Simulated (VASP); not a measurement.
Input of a VASP 6.6.1 run:

Contents of INCAR:

```
AGGAC = 1.0
AGGAX = 1.0
ALDAC = 0.0
ALDAX = 1.0
ALGO = Normal
EDIFF = 1E-7
ENCUT = 520
GGA = B5
ISIF = 2
ISMEAR = -1
LASPH = T
LCHARG = F
LREAL = F
LWAVE = F
NBANDS = 10
NELM = 80
PREC = Accurate
SIGMA = 0.1
```

The input KPOINTS:

```
k-points
0
Gamma
  16 16 16
```

POSCAR

```
Os
1.0
   -1.5700430959      1.5700430959      1.5700430959
    1.5700430959     -1.5700430959      1.5700430959
    1.5700430959      1.5700430959     -1.5700430959
Os
1
Direct
    0.0000000000      0.0000000000      0.0000000000
```

Potentials or basis: VASP PAW PBE potentials, release 64 (Os).

The run is started by

```console
$ cat potpaw_PBE.64/Os/POTCAR > POTCAR
$ mpirun -np 1 vasp_std > vasp.out
```

(1) What does it give for the pressure?

(2) Estimate the band gap on the k mesh.

Answers

(1) 2.5 GPa.

(2) zero (band 4 reaches 11.00 eV, above the bottom of band 5 at 7.03 eV).

Caveat: the PAW data sets were made with another functional, which shifts forces and pressure a little; spin-orbit coupling is left out, which moves the levels of the heavy elements.
